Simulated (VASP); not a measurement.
# Hg (Pm-3m) in VASP: relaxation of cell and atoms with LDA

Aim: the relaxation of cell and atoms of Hg with LDA.

Program: VASP 6.6.1. These are calculated values, not measurements. Logs are shortened: lines on timing, memory, paths and dates and some standing lists are left out, and cuts for length are marked.

**1. The cell of the first run**

Symmetry: Pm-3m, No. 221, cubic system. Conventional cell: a = 2.921 Å, b = 2.921 Å, c = 2.921 Å, α = 90.00°, β = 90.00°, γ = 90.00°. Within 3.8 Å of Hg (site symmetry m-3m) lie 6 Hg at 2.92 Å.

**2. Relaxation of cell and atoms, LDA**

INCAR reads:

```
ALGO = Normal
EDIFF = 1E-7
EDIFFG = -0.01
ENCUT = 550
GGA_COMPAT = False
IBRION = 2
ISIF = 3
ISMEAR = -1
LASPH = True
LCHARG = False
LREAL = False
LWAVE = False
NELM = 120
NELMIN = 4
NSW = 80
PREC = Accurate
SIGMA = 0.1
```

KPOINTS reads:

```
k-points
0
Gamma
  11 11 11
```

POSCAR reads:

```
Hg
1.0
    2.9208326038      0.0000000000      0.0000000000
    0.0000000000      2.9208326038      0.0000000000
    0.0000000000      0.0000000000      2.9208326038
Hg
1
Direct
    0.0000000000      0.0000000000      0.0000000000
```

Potentials or basis: VASP PAW LDA potentials, release 64 (Hg_sv_GW).

Command:

```sh
cat potpaw_LDA.64/Hg_sv_GW/POTCAR > POTCAR
mpirun -np 1 vasp_std > vasp.out
```

OUTCAR:

```text
EDIFF = 1E-7
   EDIFFG = -0.01
   ENCUT = 550
   IBRION = 2
   ISIF = 3
   ISMEAR = -1
   LASPH = True
   LREAL = False
   NELM = 120
   NELMIN = 4
   NSW = 80
   PREC = Accurate

 ion  position               nearest neighbor table
   1  0.000  0.000  0.000-

  LATTYP: Found a simple cubic cell.
 ALAT       =     2.9208326038

  Lattice vectors:

 A1 = (   2.9208326038,   0.0000000000,   0.0000000000)
 A2 = (   0.0000000000,   2.9208326038,   0.0000000000)
 A3 = (   0.0000000000,   0.0000000000,   2.9208326038)

Analysis of symmetry for initial positions (statically):
=====================================================================
 Subroutine PRICEL returns:
 Original cell was already a primitive cell.

 Routine SETGRP: Setting up the symmetry group for a
 simple cubic supercell.

 Subroutine GETGRP returns: Found 48 space group operations
 (whereof 48 operations were pure point group operations)
 out of a pool of 48 trial point group operations.

The static configuration has the point symmetry O_h .

Analysis of symmetry for dynamics (positions and initial velocities):
=====================================================================
 Subroutine PRICEL returns:
 Original cell was already a primitive cell.

 Routine SETGRP: Setting up the symmetry group for a
 simple cubic supercell.

 Subroutine GETGRP returns: Found 48 space group operations
 (whereof 48 operations were pure point group operations)
 out of a pool of 48 trial point group operations.

The dynamic configuration has the point symmetry O_h .

 Subroutine INISYM returns: Found 48 space group operations
 (whereof 48 operations are pure point group operations),
 and found     1 'primitive' translations

----------------------------------------------------------------------------------------

                                     Primitive cell

  volume of cell :      24.9184

  direct lattice vectors                    reciprocal lattice vectors
     2.920832604  0.000000000  0.000000000     0.342368131  0.000000000  0.000000000
     0.000000000  2.920832604  0.000000000     0.000000000  0.342368131  0.000000000
     0.000000000  0.000000000  2.920832604     0.000000000  0.000000000  0.342368131

  length of vectors
     2.920832604  2.920832604  2.920832604     0.342368131  0.342368131  0.342368131

  position of ions in fractional coordinates (direct lattice)
     0.000000000  0.000000000  0.000000000

  ion indices of the primitive-cell ions
   primitive index   ion index
[... 90 lines left out ...]
   IALGO  =     38    algorithm
   IMIX   =      4    mixing-type and parameters
     AMIX     =   0.40;   BMIX     =  1.00
     AMIX_MAG =   1.60;   BMIX_MAG =  1.00
  volume/ion in A,a.u.               =      24.92       168.16
  Fermi-wavevector in a.u.,A,eV,Ry     =   1.521405  2.875038 31.493039  2.314673
  Thomas-Fermi vector in A             =   2.630125
   LORBIT       =      0    0 simple, 1 ext, 2 COOP (PROOUT), +10 PAW based schemes
   GGA     = CA    functional components
   LHFCALC =     F    Hartree Fock is set to
   AEXX    =    0.0000 exact exchange contribution
   IVDW    =     0    specifies the selected vdW correction
   LEPSILON=     F    determine dielectric tensor
   LRPA    =     F    only Hartree local field effects (RPA)
 conjugate gradient relaxation of ions
 non-spin polarized calculation
  energy-cutoff  :      550.00
  volume of cell :       24.92
 maximum number of plane-waves:       740
 NGX is ok and might be reduce to    24
   NGX = 11   NGY = 11   NGZ = 11

--------------------------------------- Ionic step        1  -------------------------------------------

 number of electron      20.0000002 magnetization

 Free energy of the ion-electron system (eV)
  ---------------------------------------------------
  ext. energy  EPLUGINS =         0.00000000
  ---------------------------------------------------
  free energy    TOTEN  =        -0.97686613 eV

  energy without entropy =       -0.96794535  energy(sigma->0) =       -0.97240574

------------------------ aborting loop because EDIFF is reached ----------------------------------------

  FORCE on cell =-STRESS in cart. coord.  units (eV):
  Direction    XX          YY          ZZ          XY          YZ          ZX
  --------------------------------------------------------------------------------------
  -------------------------------------------------------------------------------------
  Total       -0.2206039     -0.2206039     -0.2206039     -0.0000000      0.0000000      0.0000000
  in kB      -14.1841630    -14.1841630    -14.1841630     -0.0000000      0.0000000      0.0000000
  external PRESSURE =     -14.1841630 kB  Pullay stress =       0.0000000 kB
[... 57 lines left out ...]
--------------------------------------- Ionic step        3  -------------------------------------------

 number of electron      19.9999991 magnetization

 Free energy of the ion-electron system (eV)
  ---------------------------------------------------
  ext. energy  EPLUGINS =         0.00000000
  ---------------------------------------------------
  free energy    TOTEN  =        -0.97970386 eV

  energy without entropy =       -0.97096817  energy(sigma->0) =       -0.97533601

 E-fermi :   5.4143     XC(G=0): -11.4536

 val. band max:        5.2963651696   @ k =   0.4545   0.4545   0.0000
 cond. band min:       5.4569760882   @ k =   0.4545   0.4545   0.0909
 fundamental gap:      0.1606109186
 Fermi energy:         5.4143243659

 k-point     1 :       0.0000    0.0000    0.0000
  band No.  band energies     occupation
      1    -109.1999      2.00000
      2     -57.7731      2.00000
      3     -57.7731      2.00000
      4     -57.7731      2.00000
      5      -3.6881      2.00000
      6      -3.0453      2.00000
      7      -3.0453      2.00000
      8      -0.4427      2.00000
      9      -0.4427      2.00000
     10      -0.4427      2.00000
     11      15.8421      0.00000
     12      15.8421      0.00000
     13      15.8421      0.00000
     14      19.9313      0.00000
[... 377 lines left out ...]
      1    -109.1982      2.00000
      2     -57.8160      2.00000
      3     -57.7755      2.00000
      4     -57.7753      2.00000
      5      -2.7443      2.00000
      6      -2.7056      2.00000
      7      -1.4399      2.00000
      8      -1.0147      2.00000
      9      -0.7615      2.00000
     10      -0.5322      2.00000
     11       9.4833      0.00000
     12      16.0478      0.00000
     13      16.5108      0.00000
     14      21.3775      0.00000

 [... further k-points ...]
[... 5 lines left out ...]
  --------------------------------------------------------------------------------------
  -------------------------------------------------------------------------------------
  Total       -0.0005511     -0.0005511     -0.0005511      0.0000000      0.0000000      0.0000000
  in kB       -0.0363483     -0.0363483     -0.0363483      0.0000000      0.0000000      0.0000000
  external PRESSURE =      -0.0363483 kB  Pullay stress =       0.0000000 kB
[... 16 lines left out ...]
  FREE ENERGIE OF THE ION-ELECTRON SYSTEM (eV)
  ---------------------------------------------------
  free  energy   TOTEN  =        -0.9797038608 eV

  energy  without entropy=       -0.9709681672  energy(sigma->0) =       -0.97533601

 reached required accuracy - stopping structural energy minimisation
```

OSZICAR:

```text
N       E                     dE             d eps       ncg     rms          rms(c)
DAV:   1     0.332741357784E+03    0.33274E+03   -0.12655E+04  1614   0.206E+03
DAV:   2     0.294538638419E+02   -0.30329E+03   -0.28224E+03  1568   0.727E+02
DAV:   3    -0.131154575301E+00   -0.29585E+02   -0.29243E+02  2422   0.205E+02
[... 25 lines left out ...]
DAV:   4    -0.979653535041E+00   -0.89830E-04   -0.15258E-04  2040   0.186E-01    0.762E-02
DAV:   5    -0.979698594501E+00   -0.45059E-04   -0.68719E-05  2076   0.165E-01    0.232E-02
DAV:   6    -0.979703698639E+00   -0.51041E-05   -0.41779E-06  2330   0.355E-02    0.415E-03
DAV:   7    -0.979703853885E+00   -0.15525E-06   -0.45095E-07  2440   0.956E-03    0.176E-03
DAV:   8    -0.979703860809E+00   -0.69240E-08   -0.39337E-09  1018   0.115E-03
   3 F= -.97970386E+00 E0= -.97533601E+00  d E =-.283773E-02
```

It took 14 s on 1 thread of Intel Xeon 6975P-C (Granite Rapids), shared host; peak memory 0.16 GiB.

Results:

* Free energy: -0.9797 eV
* Relaxed volume: 24.29 Å³/atom
* Relaxed cell: a = 2.896 Å, b = 2.896 Å, c = 2.896 Å, α = 90.00°, β = 90.00°, γ = 90.00°
* Space group after relaxing (to 0.1 Å): Pm-3m (No. 221)
* Energy gained by relaxing: 2.8 meV/atom
* Ionic steps: 3
* Pressure after relaxing: 0.0 GPa
* Band gap on the k mesh: zero (bands 10 and 11 overlap by 4.61 eV)

Step by step:
```csv
step,energy change (eV),largest force (eV/Å),pressure (GPa),volume (Å³)
1,0.0000,0.0000,-1.42,24.92
2,-0.0026,0.0000,0.39,24.13
3,-0.0028,0.0000,0.00,24.29
```

Final structure:
```yaml
crystal:
  lattice:
    - [2.89609, 0.00000, 0.00000]
    - [0.00000, 2.89609, 0.00000]
    - [0.00000, 0.00000, 2.89609]
  atoms:
    - { symbol: Hg, position: [0.00000, 0.00000, 0.00000] }
```

Caveat: spin-orbit coupling is left out, which moves the levels of the heavy elements.

The gap in the log of VASP goes by the Fermi energy; the results here count the filled bands.